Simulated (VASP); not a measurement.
Here is a VASP 6.6.1 calculation.

Contents of INCAR:

```
SYSTEM = HfH3
  PREC = Accurate
  ENCUT = 520
  EDIFF = 1E-6
  ISMEAR = 1
  SIGMA = 0.2
  LREAL = .False.
  LASPH = .True.
  NELM = 80
  ALGO = Normal
  ISIF = 2
  LWAVE = .False.
  LCHARG = .False.
  NBANDS = 14
```

Contents of KPOINTS:

```
Automatic mesh
0
Gamma
  8 8 8
  0 0 0
```

POSCAR

```
HfH3
1.0
    2.9559227382      0.0000000000      0.0000000000
    0.0000000000      2.9559227382      0.0000000000
    0.0000000000      0.0000000000      2.9559227382
Hf H
1 3
Direct
    0.0000000000      0.0000000000      0.0000000000
    0.0000000000      0.5000000000      0.5000000000
    0.5000000000      0.0000000000      0.5000000000
    0.5000000000      0.5000000000      0.0000000000
```

Potentials or basis: VASP PAW LDA potentials, release 64 (Hf_pv, H).

Run with:

```sh
$ cat potpaw_LDA.64/Hf_pv/POTCAR potpaw_LDA.64/H/POTCAR > POTCAR
$ mpirun -np 1 vasp_std > vasp.out
```

Task: Estimate the pressure.

Result: 13.1 GPa.
